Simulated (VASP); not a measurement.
# Sn3As (R-3m) in VASP: single point with PBE

Aim: the single point of Sn3As with PBE.

Everything below comes from runs of VASP 6.6.1. Logs are shortened: lines on timing, memory, paths and dates and some standing lists are left out, and cuts for length are marked.

**1. The cell of the first run**

The structure is trigonal, space group R-3m (No. 166). Conventional cell: a = 4.094 Å, b = 4.094 Å, c = 22.430 Å, α = 90.00°, β = 90.00°, γ = 120.00°. Within 3.8 Å of Sn (site symmetry 3m) lie 3 As at 2.90 Å and 3 Sn at 3.14 Å. Sn (site symmetry -3m) has 12 Sn at 3.14 to 4.09 Å within 4.1 Å. Within 3.8 Å of As (site symmetry -3m) lie 6 Sn at 2.90 Å.

**2. Single point, PBE**

INCAR reads:

```
PREC = Accurate
ENCUT = 520
EDIFF = 1E-6
ISMEAR = 0
SIGMA = 0.2
LREAL = False
LASPH = True
NELM = 80
ALGO = Fast
ISIF = 2
LWAVE = False
LCHARG = False
GGA = PE
NBANDS = 57
```

KPOINTS reads:

```
Automatic mesh
0
Gamma
  6 4 6
```

POSCAR reads:

```
Sn3As
1.0
    2.0469723049     -3.5454600337      0.0000000000
   -6.1409169146     -3.5454600337      0.0000000000
    0.0000000000      2.3636400225     -7.4768270728
Sn As
6 2
Direct
    0.6121567544      0.8707189181      0.2243135088
    0.1121567544      0.3707189181      0.2243135088
    0.8878432456      0.6292810819      0.7756864912
    0.3878432456      0.1292810819      0.7756864912
    0.2500000000      0.7500000000      0.5000000000
    0.7500000000      0.2500000000      0.5000000000
    1.0000000000      1.0000000000      1.0000000000
    0.5000000000      0.5000000000      0.0000000000
```

Potentials or basis: VASP PAW PBE potentials, release 64 (Sn_d, As).

Run with:

```console
$ cat potpaw_PBE.64/Sn_d/POTCAR potpaw_PBE.64/As/POTCAR > POTCAR
$ mpirun -np 1 vasp_std > vasp.out
```

OUTCAR:

```text
PREC = Accurate
   ENCUT = 520
   EDIFF = 1E-6
   ISMEAR = 0
   LREAL = False
   LASPH = True
   NELM = 80
   ISIF = 2
   GGA = PE

 ion  position               nearest neighbor table
   1  0.612  0.871  0.224-   8 2.90   7 2.90   7 2.90   5 3.14   5 3.14   6 3.14
   2  0.112  0.371  0.224-   7 2.90   8 2.90   8 2.90   6 3.14   6 3.14   5 3.14
   3  0.888  0.629  0.776-   7 2.90   8 2.90   8 2.90   5 3.14   5 3.14   6 3.14
   4  0.388  0.129  0.776-   8 2.90   7 2.90   7 2.90   6 3.14   6 3.14   5 3.14
   5  0.250  0.750  0.500-   1 3.14   3 3.14   3 3.14   1 3.14   4 3.14   2 3.14
   6  0.750  0.250  0.500-   2 3.14   4 3.14   4 3.14   2 3.14   1 3.14   3 3.14
   7  0.000  0.000  0.000-   2 2.90   3 2.90   1 2.90   4 2.90   1 2.90   4 2.90
   8  0.500  0.500  0.000-   1 2.90   4 2.90   3 2.90   2 2.90   2 2.90   3 2.90

  LATTYP: Found a base centered monoclinic cell.
 ALAT       =    15.1393053494
 B/A-ratio  =     0.2704182600
 C/A-ratio  =     0.4683781656
 COS(beta)  =    -0.1561260552

  Lattice vectors:

 A1 = (   0.0000000000,   2.3636400225,  -7.4768270728)
 A2 = (   2.0469723049,  -1.1818200112,  -7.4768270728)
 A3 = (  -6.1409169146,  -3.5454600337,   0.0000000000)

Analysis of symmetry for initial positions (statically):
=====================================================================
 Subroutine PRICEL returns following result:

  LATTYP: Found a trigonal (rhomboedric) cell.
 ALAT       =     7.8415392132
 COS(alpha) =     0.8637139853

  Lattice vectors:

 A1 = (  -2.0469723049,  -1.1818200112,  -7.4768270728)
 A2 = (   0.0000000000,   2.3636400225,  -7.4768270728)
 A3 = (   2.0469723049,  -1.1818200112,  -7.4768270728)

   2 primitive cells build up your supercell.

 Routine SETGRP: Setting up the symmetry group for a
 base centered monoclinic supercell.

 Subroutine GETGRP returns: Found  4 space group operations
 (whereof  4 operations were pure point group operations)
 out of a pool of  4 trial point group operations.

The static configuration has the point symmetry C_2h.

Analysis of symmetry for dynamics (positions and initial velocities):
=====================================================================
 Subroutine PRICEL returns following result:

  LATTYP: Found a trigonal (rhomboedric) cell.
 ALAT       =     7.8415392132
 COS(alpha) =     0.8637139853
[... 117 lines left out ...]
   LASPH  =      T    aspherical Exc in radial PAW
   ENCUT  =  520.0 eV  38.22 Ry    6.18 a.u.   7.61 13.18 14.58*2*pi/ulx,y,z
   NELM   =     80;   NELMIN=  2; NELMDL= -5     # of ELM steps
   EDIFF  = 0.1E-05   stopping-criterion for ELM
   LREAL  =      F    real-space projection
   EDIFFG = 0.1E-04   stopping-criterion for IOM
   NSW    =      0    number of steps for IOM
   IBRION =     -1    ionic relax: 0-MD 1-quasi-New 2-CG
   NFREE  =      0    steps in history (QN), initial steepest desc. (CG)
   ISIF   =      2    stress and relaxation
   ISYM   =      2    0-nonsym 1-usesym 2-fastsym
   POTIM  = 0.5000    time-step for ionic-motion
   TEBEG  =    0.0;   TEEND  =   0.0 temperature during run
   PSTRESS=    0.0 pullay stress
   NELECT =      94.0000    total number of electrons
   NUPDOWN=      -1.0000    fix difference up-down
   EMIN   =  10.00;   EMAX   =-10.00  energy-range for DOS
   EFERMI =   0.00;   METHOD = LEGACY
   ISMEAR =     0;   SIGMA  =   0.20  broadening in eV -4-tet -1-fermi 0-gaus
   EFERMI_NEDOS =   21; number of points for ismear=-14 and -15
   IALGO  =     68    algorithm
   IMIX   =      4    mixing-type and parameters
     AMIX     =   0.40;   BMIX     =  1.00
     AMIX_MAG =   1.60;   BMIX_MAG =  1.00
  volume/ion in A,a.u.               =      27.13       183.09
  Fermi-wavevector in a.u.,A,eV,Ry     =   1.238597  2.340610 20.873017  1.534123
  Thomas-Fermi vector in A             =   2.373116
   LORBIT       =      0    0 simple, 1 ext, 2 COOP (PROOUT), +10 PAW based schemes
   GGA     = PE    functional components
   LHFCALC =     F    Hartree Fock is set to
   AEXX    =    0.0000 exact exchange contribution
   IVDW    =     0    specifies the selected vdW correction
   LEPSILON=     F    determine dielectric tensor
   LRPA    =     F    only Hartree local field effects (RPA)
 non-spin polarized calculation
 RMM-DIIS sequential band-by-band and
 Gauss-broadening in eV      SIGMA  =   0.20
  energy-cutoff  :      520.00
  volume of cell :      217.05
 maximum number of plane-waves:      5886
   NGX = 15   NGY = 27   NGZ = 29

 number of electron      93.9999979 magnetization

 Free energy of the ion-electron system (eV)
  ---------------------------------------------------
  ext. energy  EPLUGINS =         0.00000000
  ---------------------------------------------------
  free energy    TOTEN  =       -32.25310294 eV

  energy without entropy =      -32.17734978  energy(sigma->0) =      -32.21522636

 E-fermi :   6.7767     XC(G=0):  -9.9719

 val. band max:        6.7721719541   @ k =   0.5000   0.0000   0.0000
 cond. band min:       6.8073526947   @ k =   0.0000   0.0000   0.3333
 fundamental gap:      0.0351807405
 Fermi energy:         6.7767379798

 k-point     1 :       0.0000    0.0000    0.0000
  band No.  band energies     occupation
      1     -14.8134      2.00000
      2     -14.8120      2.00000
      3     -14.8062      2.00000
      4     -14.7542      2.00000
      5     -14.7290      2.00000
      6     -14.7257      2.00000
[... 1429 lines left out ...]
     56      11.0163      0.00000
     57      11.4034      0.00000

 [... further k-points ...]
[... 5 lines left out ...]
  --------------------------------------------------------------------------------------
  -------------------------------------------------------------------------------------
  Total       -0.0368909     -0.0732163      0.2905891      0.0314587      0.0956620      0.1656913
  in kB       -0.2723131     -0.5404515      2.1450036      0.2322147      0.7061357      1.2230621
  external PRESSURE =       0.4440797 kB  Pullay stress =       0.0000000 kB

 VOLUME and BASIS-vectors are now :
 -----------------------------------------------------------------------------
  energy-cutoff  :      520.00
  volume of cell :      217.05
      direct lattice vectors                 reciprocal lattice vectors
     2.046972305 -3.545460034  0.000000000     0.122131599 -0.211538134 -0.066873287
    -6.140916915 -3.545460034  0.000000000    -0.122131599 -0.070512711 -0.022291096
     0.000000000  2.363640022 -7.476827073     0.000000000  0.000000000 -0.133746573

 POSITION                                       TOTAL-FORCE (eV/Angst)
 -----------------------------------------------------------------------------------
     -4.09394     -4.72728     -1.67715        -0.001010     -0.000583      0.019974
     -2.04697     -1.18182     -1.67715        -0.001010     -0.000583      0.019974
     -2.04697     -3.54546     -5.79967         0.001010      0.000583     -0.019974
     -0.00000     -0.00000     -5.79967         0.001010      0.000583     -0.019974
     -4.09394     -2.36364     -3.73841         0.000000      0.000000      0.000000
      0.00000     -2.36364     -3.73841         0.000000      0.000000      0.000000
      0.00000      0.00000      0.00000         0.000000      0.000000      0.000000
     -2.04697     -3.54546      0.00000         0.000000      0.000000      0.000000
 -----------------------------------------------------------------------------------
    total drift:                               -0.000000      0.000000     -0.000000

  FREE ENERGIE OF THE ION-ELECTRON SYSTEM (eV)
  ---------------------------------------------------
  free  energy   TOTEN  =       -32.2531029399 eV

  energy  without entropy=      -32.1773497844  energy(sigma->0) =      -32.21522636
```

Run time: 11 min. Hardware: 1 thread of Intel Xeon Platinum 8259CL at 2.50GHz (Skylake/Cascade Lake), shared host; peak memory 0.57 GiB.

What came out:

| Item | Value |
| --- | --- |
| Free energy | -32.2531 eV |
| Pressure | 0.0 GPa |
| Largest force | 0.020 eV/Å |
| Band gap on the k mesh | zero (bands 47 and 48 overlap by 1.95 eV) |

Forces on the atoms (eV/Å):
```
Sn  -0.001 -0.001  0.020
Sn  -0.001 -0.001  0.020
Sn   0.001  0.001 -0.020
Sn   0.001  0.001 -0.020
Sn   0.000  0.000  0.000
Sn   0.000  0.000  0.000
As   0.000  0.000  0.000
As   0.000  0.000  0.000
```

Stress tensor (GPa, compression positive):
```
-0.03  0.02  0.12
 0.02 -0.05  0.07
 0.12  0.07  0.21
```

Caveat: spin-orbit coupling is left out, which moves the levels of the heavy elements.

The gap in the log of VASP goes by the Fermi energy; the results here count the filled bands.